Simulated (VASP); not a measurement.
# Ta2N (P-3m1) in VASP: a series of runs, part 3 of 3

VASP 6.6.1.

## 4. Single point, PBE (the distance across one plane changed)

INCAR reads:

```
ALGO = Normal ; EDIFF = 1E-6
ENCUT = 520 ; GGA = PE
ISIF = 2 ; ISMEAR = 0
LASPH = True ; LCHARG = False
LREAL = False ; LWAVE = False
NBANDS = 36 ; NELM = 80
PREC = Accurate ; SIGMA = 0.15
```

KPOINTS reads:

```
k-points
0
Gamma
  17 17 5
```

POSCAR reads:

```
Ta2N
1.0
   -3.1011400595      0.0000000000      0.0000000000
   -1.5505700297     -2.6856660722      0.0000000000
    0.0000000000      0.0000000000     11.2637800776
Ta N
4 2
Direct
    0.6666666667      0.6666666667      0.1061454885
    0.6666666667      0.6666666667      0.5395603817
    0.3333333333      0.3333333333      0.7606842978
    0.3333333333      0.3333333333      0.3272694046
    0.0000000000      0.0000000000      0.6501223397
    0.0000000000      0.0000000000      0.2167074466
```

Potentials or basis: VASP PAW PBE potentials, release 64 (Ta_pv, N).

Launch:

```console
cat potpaw_PBE.64/Ta_pv/POTCAR potpaw_PBE.64/N/POTCAR > POTCAR
mpirun -np 1 vasp_std > vasp.out
```

OUTCAR:

```text
EDIFF = 1E-6
   ENCUT = 520
   GGA = PE
   ISIF = 2
   ISMEAR = 0
   LASPH = True
   LREAL = False
   NELM = 80
   PREC = Accurate

 ion  position               nearest neighbor table
   1  0.667  0.667  0.106-   6 2.18   6 2.18   6 2.18   4 3.07   4 3.07   4 3.07
   2  0.667  0.667  0.540-   5 2.18   5 2.18   5 2.18   4 2.99   4 2.99   4 2.99   3 3.07   3 3.07
                             3 3.07
   3  0.333  0.333  0.761-   5 2.18   5 2.18   5 2.18   2 3.07   2 3.07   2 3.07
   4  0.333  0.333  0.327-   6 2.18   6 2.18   6 2.18   2 2.99   2 2.99   2 2.99   1 3.07   1 3.07
                             1 3.07
   5  0.000  0.000  0.650-   2 2.18   2 2.18   2 2.18   3 2.18   3 2.18   3 2.18
   6  0.000  0.000  0.217-   4 2.18   4 2.18   4 2.18   1 2.18   1 2.18   1 2.18

  LATTYP: Found a hexagonal cell.
 ALAT       =     3.1011400595
 C/A-ratio  =     3.6321416839

  Lattice vectors:

 A1 = (   1.5505700297,   2.6856660722,   0.0000000000)
 A2 = (  -3.1011400595,   0.0000000000,   0.0000000000)
 A3 = (   0.0000000000,   0.0000000000,  11.2637800776)

Analysis of symmetry for initial positions (statically):
=====================================================================
 Subroutine PRICEL returns:
 Original cell was already a primitive cell.

 Routine SETGRP: Setting up the symmetry group for a
 hexagonal supercell.

 Subroutine GETGRP returns: Found 12 space group operations
 (whereof  6 operations were pure point group operations)
 out of a pool of 24 trial point group operations.

The static configuration has the point symmetry C_3v.
 The point group associated with its full space group is D_3d.

Analysis of symmetry for dynamics (positions and initial velocities):
=====================================================================
 Subroutine PRICEL returns:
 Original cell was already a primitive cell.

 Routine SETGRP: Setting up the symmetry group for a
 hexagonal supercell.

 Subroutine GETGRP returns: Found 12 space group operations
 (whereof  6 operations were pure point group operations)
 out of a pool of 24 trial point group operations.

The dynamic configuration has the point symmetry C_3v.
 The point group associated with its full space group is D_3d.

 Subroutine INISYM returns: Found 12 space group operations
 (whereof  6 operations are pure point group operations),
 and found     1 'primitive' translations

----------------------------------------------------------------------------------------

                                     Primitive cell

  volume of cell :      93.8118

  direct lattice vectors                    reciprocal lattice vectors
    -3.101140060  0.000000000  0.000000000    -0.322462056  0.186173555  0.000000000
    -1.550570030 -2.685666072  0.000000000     0.000000000 -0.372347110  0.000000000
     0.000000000  0.000000000 11.263780078     0.000000000  0.000000000  0.088780142

  length of vectors
     3.101140060  3.101140059 11.263780078     0.372347110  0.372347110  0.088780142

  position of ions in fractional coordinates (direct lattice)
     0.666666667  0.666666667  0.106145488
     0.666666667  0.666666667  0.539560382
     0.333333333  0.333333333  0.760684298
     0.333333333  0.333333333  0.327269405
     0.000000000  0.000000000  0.650122340
     0.000000000  0.000000000  0.216707447

  ion indices of the primitive-cell ions
[... 39 lines left out ...]
  0.176471  0.000000  0.000000      6.000000
  0.235294  0.000000  0.000000      6.000000
  0.294118  0.000000  0.000000      6.000000
[... 16 lines left out ...]
 -0.470588  0.117647  0.000000     12.000000
  0.352941  0.176471  0.000000      6.000000
 [... further k-points ...]
   k-points           NKPTS =    147   k-points in BZ     NKDIM =    147   number of bands    NBANDS=     36
   number of dos      NEDOS =    301   number of ions     NIONS =      6
   total plane-waves  NPLWV =  48384
   dimension x,y,z NGX =    24 NGY =   24 NGZ =   84
   dimension x,y,z NGXF=    48 NGYF=   48 NGZF=  168
   ions per type =               4   2
   NGX,Y,Z   is equivalent  to a cutoff of  12.87, 12.87, 12.40 a.u.
   NGXF,Y,Z  is equivalent  to a cutoff of  25.73, 25.73, 24.80 a.u.
 SYSTEM =  unknown system
   PREC   = accura    normal or accurate (medium, high low for compatibility)
   ISTART =      0    job   : 0-new  1-cont  2-samecut
   ICHARG =      2    charge: 1-file 2-atom 10-const
   ISPIN  =      1    spin polarized calculation?
   LNONCOLLINEAR =      F non collinear calculations
   LSORBIT =      F    spin-orbit coupling
   LASPH  =      T    aspherical Exc in radial PAW
   ENCUT  =  520.0 eV  38.22 Ry    6.18 a.u.   5.77  5.77 20.94*2*pi/ulx,y,z
   NELM   =     80;   NELMIN=  2; NELMDL= -5     # of ELM steps
   EDIFF  = 0.1E-05   stopping-criterion for ELM
   LREAL  =      F    real-space projection
   EDIFFG = 0.1E-04   stopping-criterion for IOM
   NSW    =      0    number of steps for IOM
   IBRION =     -1    ionic relax: 0-MD 1-quasi-New 2-CG
   NFREE  =      0    steps in history (QN), initial steepest desc. (CG)
   ISIF   =      2    stress and relaxation
   ISYM   =      2    0-nonsym 1-usesym 2-fastsym
   POTIM  = 0.5000    time-step for ionic-motion
   TEBEG  =    0.0;   TEEND  =   0.0 temperature during run
   PSTRESS=    0.0 pullay stress
   NELECT =      54.0000    total number of electrons
   NUPDOWN=      -1.0000    fix difference up-down
   EMIN   =  10.00;   EMAX   =-10.00  energy-range for DOS
   EFERMI =   0.00;   METHOD = LEGACY
   ISMEAR =     0;   SIGMA  =   0.15  broadening in eV -4-tet -1-fermi 0-gaus
   EFERMI_NEDOS =   21; number of points for ismear=-14 and -15
   IALGO  =     38    algorithm
   IMIX   =      4    mixing-type and parameters
     AMIX     =   0.40;   BMIX     =  1.00
     AMIX_MAG =   1.60;   BMIX_MAG =  1.00
  volume/ion in A,a.u.               =      15.64       105.51
  Fermi-wavevector in a.u.,A,eV,Ry     =   1.361822  2.573470 25.232796  1.854558
  Thomas-Fermi vector in A             =   2.488365
   LORBIT       =      0    0 simple, 1 ext, 2 COOP (PROOUT), +10 PAW based schemes
   GGA     = PE    functional components
   LHFCALC =     F    Hartree Fock is set to
   AEXX    =    0.0000 exact exchange contribution
   IVDW    =     0    specifies the selected vdW correction
   LEPSILON=     F    determine dielectric tensor
   LRPA    =     F    only Hartree local field effects (RPA)
 non-spin polarized calculation
 Gauss-broadening in eV      SIGMA  =   0.15
  energy-cutoff  :      520.00
  volume of cell :       93.81
 maximum number of plane-waves:      2548
   NGX = 11   NGY = 11   NGZ = 41

 number of electron      54.0000000 magnetization

 Free energy of the ion-electron system (eV)
  ---------------------------------------------------
  ext. energy  EPLUGINS =         0.00000000
  ---------------------------------------------------
  free energy    TOTEN  =       -66.42991779 eV

  energy without entropy =      -66.39437289  energy(sigma->0) =      -66.41214534

 E-fermi :   5.8412     XC(G=0): -11.9418

 val. band max:        5.8371566664   @ k =   0.1765   0.1765   0.2000
 cond. band min:       5.8429096665   @ k =   0.4118   0.0588   0.4000
 fundamental gap:      0.0057530001
 Fermi energy:         5.8412306149

 k-point     1 :       0.0000    0.0000    0.0000
  band No.  band energies     occupation
      1     -29.7736      2.00000
      2     -29.6537      2.00000
      3     -29.2750      2.00000
      4     -29.0250      2.00000
      5     -29.0250      2.00000
      6     -29.0079      2.00000
[... 925 lines left out ...]
     35       8.9945      0.00000
     36       9.3957      0.00000

 [... further k-points ...]

------------------------ aborting loop because EDIFF is reached ----------------------------------------

  FORCE on cell =-STRESS in cart. coord.  units (eV):
  Direction    XX          YY          ZZ          XY          YZ          ZX
  --------------------------------------------------------------------------------------
  -------------------------------------------------------------------------------------
  Total       -3.0883037     -3.0883037     -5.9738768      0.0000000      0.0000000      0.0000000
  in kB      -52.7439965    -52.7439965   -102.0256311      0.0000000      0.0000000      0.0000000
  external PRESSURE =     -69.1712080 kB  Pullay stress =       0.0000000 kB

 VOLUME and BASIS-vectors are now :
 -----------------------------------------------------------------------------
  energy-cutoff  :      520.00
  volume of cell :       93.81
      direct lattice vectors                 reciprocal lattice vectors
    -3.101140060  0.000000000  0.000000000    -0.322462056  0.186173555  0.000000000
    -1.550570030 -2.685666072  0.000000000     0.000000000 -0.372347110  0.000000000
     0.000000000  0.000000000 11.263780078     0.000000000  0.000000000  0.088780142

 POSITION                                       TOTAL-FORCE (eV/Angst)
 -----------------------------------------------------------------------------------
     -3.10114     -1.79044      1.19560         0.000000      0.000000     -0.879266
     -3.10114     -1.79044      6.07749         0.000000      0.000000      0.045700
     -1.55057     -0.89522      8.56818        -0.000000      0.000000      0.879266
     -1.55057     -0.89522      3.68629        -0.000000      0.000000     -0.045700
      0.00000      0.00000      7.32284         0.000000     -0.000000      0.071224
      0.00000      0.00000      2.44095        -0.000000     -0.000000     -0.071224
 -----------------------------------------------------------------------------------
    total drift:                               -0.000000     -0.000000      0.000007

  FREE ENERGIE OF THE ION-ELECTRON SYSTEM (eV)
  ---------------------------------------------------
  free  energy   TOTEN  =       -66.4299177927 eV

  energy  without entropy=      -66.3943728908  energy(sigma->0) =      -66.41214534
```

OSZICAR:

```text
N       E                     dE             d eps       ncg     rms          rms(c)
DAV:   1     0.530777939418E+03    0.53078E+03   -0.30114E+04 10640   0.154E+03
DAV:   2    -0.406947070130E+02   -0.57147E+03   -0.55694E+03 11856   0.457E+02
DAV:   3    -0.727958578100E+02   -0.32101E+02   -0.31504E+02 13484   0.994E+01
DAV:   4    -0.736081249619E+02   -0.81227E+00   -0.80427E+00 13592   0.156E+01
DAV:   5    -0.736276029597E+02   -0.19478E-01   -0.19433E-01 14092   0.201E+00    0.355E+01
DAV:   6    -0.674044078547E+02    0.62232E+01   -0.44550E+01 14216   0.324E+01    0.167E+01
DAV:   7    -0.670201419790E+02    0.38427E+00   -0.10783E+01 14196   0.149E+01    0.880E+00
DAV:   8    -0.668093514757E+02    0.21079E+00   -0.99100E+00 13988   0.119E+01    0.393E+00
DAV:   9    -0.664381943192E+02    0.37116E+00   -0.13460E+00 13984   0.541E+00    0.686E-01
DAV:  10    -0.664313884993E+02    0.68058E-02   -0.16706E-01 14072   0.218E+00    0.403E-01
DAV:  11    -0.664299426082E+02    0.14459E-02   -0.14557E-02 13372   0.999E-01    0.174E-01
DAV:  12    -0.664299543410E+02   -0.11733E-04   -0.19020E-03 13784   0.233E-01    0.564E-02
DAV:  13    -0.664299291823E+02    0.25159E-04   -0.47503E-04 13684   0.153E-01    0.286E-02
DAV:  14    -0.664299178781E+02    0.11304E-04   -0.95164E-05 14188   0.736E-02    0.112E-02
DAV:  15    -0.664299177927E+02    0.85392E-07   -0.57080E-06 11868   0.142E-02
   1 F= -.66429918E+02 E0= -.66412145E+02  d E =-.355449E-01
```

stdout:

```text
POSCAR found type information on POSCAR TaN
 POSCAR found :  2 types and       6 ions
 scaLAPACK will be used
 LDA part: xc-table for (Slater+PW92), standard interpolation
 POSCAR, INCAR and KPOINTS ok, starting setup
 FFT: planning ... GRIDC
 FFT: planning ... GRID_SOFT
 FFT: planning ... GRID
 WAVECAR not read
 entering main loop
```

Wall time 6.7 min (1 thread of Intel Xeon 8259CL, shared host); peak memory 0.45 GiB.

What came out:

```
Free energy            : -66.4299 eV
Pressure               : -6.9 GPa
Largest force          : 0.879 eV/Å
Band gap on the k mesh : zero (bands 27 and 28 overlap by 0.91 eV)
```

Forces in eV/Å, atoms in the order of the input:
```
Ta   0.000  0.000 -0.879
Ta   0.000  0.000  0.046
Ta   0.000  0.000  0.879
Ta   0.000  0.000 -0.046
N    0.000  0.000  0.071
N    0.000  0.000 -0.071
```

Caveat: the cell differs from its parent crystal (the distance across one plane changed); the cell stands under tension; spin-orbit coupling is left out, which moves the levels of the heavy elements.

## 5. Overview

```csv
cell,gap on the mesh (eV),pressure (GPa),largest force (eV/Å)
"a = 3.101, b = 3.101, c = 10.514 Å, angles 90.0, 90.0, 60.0°, 6 atoms",none,-7.3,1.82
"a = 3.101, b = 3.101, c = 10.764 Å, angles 90.0, 90.0, 60.0°, 6 atoms",none,-7.6,1.58
"a = 3.101, b = 3.101, c = 11.264 Å, angles 90.0, 90.0, 60.0°, 6 atoms",none,-6.9,0.88
```

Alike in all rows: task single point; level PBE; potentials or basis VASP PAW PBE potentials, release 64 (Ta_pv, N); no spin polarisation; k mesh 17 × 17 × 5; cutoff (eV) 520; smearing gaussian 0.15 eV.

Caveats: spin-orbit coupling is left out, which moves the levels of the heavy elements; forces of over 1 eV/Å act on the atoms, so gaps and moduli don't describe the material at rest (at least some runs); the stress differs along the axes, from -14 to -4 GPa (at least some runs); the stress differs along the axes, from -13 to -5 GPa (at least some runs); the cell stands under tension (at least some runs).

Absolute energies hang on the potentials; compare differences alone.
